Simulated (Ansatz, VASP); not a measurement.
## Two plane-wave programs on Re

Contents of INCAR:

```
ALGO = Normal ; EDIFF = 1E-6
ENCUT = 520 ; GGA = PS
ISIF = 2 ; ISMEAR = 0
LASPH = True ; LCHARG = True
LELF = True ; LREAL = False
LVHAR = True ; LWAVE = False
NBANDS = 14 ; NELM = 100
PREC = Accurate ; SIGMA = 0.15
```

KPOINTS

```
k-points
0
Gamma
  18 18 10
```

Contents of POSCAR:

```
Re
1.0
    2.7731227596      0.0000000000      0.0000000000
   -1.3865613798      2.4015947577      0.0000000000
    0.0000000000      0.0000000000      4.4801695417
Re
2
Direct
    0.3333333333      0.6666666667      0.2187843934
    0.6666666667      0.3333333333      0.7812156066
```

Input for Ansatz:

```yaml
crystal:
  lattice:
    - [2.7731227596, 0.0, 0.0]
    - [-1.3865613798, 2.4015947577, 0.0]
    - [0.0, 0.0, 4.4801695417]
  atoms:
    - { symbol: Re, position: [0.3333333333, 0.6666666667, 0.2187843934] }
    - { symbol: Re, position: [0.6666666667, 0.3333333333, 0.7812156066] }
basis:
  ecutwfc: 420
kpoints:
  mp_grid: { grid: [18, 18, 10] }
hamiltonian:
  xc: pbesol
  pseudopotentials: { kind: paw }
scf:
  occupations: { method: gaussian, width: 0.15 }
output:
  forces: true
  stress: true
  eigenvalues: true
  write_density: true
  write_potential: true
  elf: true
  volumetric_format: npy
```

Change from the starting cell: mode 4 frozen in at -0.139 Å, equal normal strain along x, y and z +0.0083.

Alike in both runs: task single point; functional PBEsol; k mesh 18 × 18 × 10; occupations gaussian, width 0.15 eV; no spin polarisation.

|  | VASP | Ansatz |
| --- | --- | --- |
| version | VASP 6.6.1 | Ansatz 0.2.0 |
| potentials or method | VASP PAW PBE potentials, release 64 (Re), cutoff 520 eV | scalar-relativistic, plane waves, PAW |
| valence electrons in the cell | 14 | 30 |

Ansatz gave:

```
gap on the k mesh at the Fermi level (eV)                     : none
pressure (GPa)                                                : 3.7
traceless stress, the component that is largest in VASP (GPa) : 7.32
rms of the force components (eV/Å)                            : 1.800
```

Task: Which values does VASP return?

Result: gap on the k mesh at the Fermi level (eV): none; pressure (GPa): 3.6; traceless stress, the component that is largest in VASP (GPa): 6.98; rms of the force components (eV/Å): 1.753.

VASP's potentials were made for PBE, not for PBEsol. Atom by atom the forces differ by 0.047 eV/Å (rms over components). A gap of «none» marks a metal or a gap that the smearing closes. The functional is the same, so the differences come from potentials, cutoffs and numerics. VASP's potentials hold 14 valence electrons a cell and Ansatz's 30, so a difference there can come from the potentials and not from the codes.

Spin-orbit coupling is off throughout.
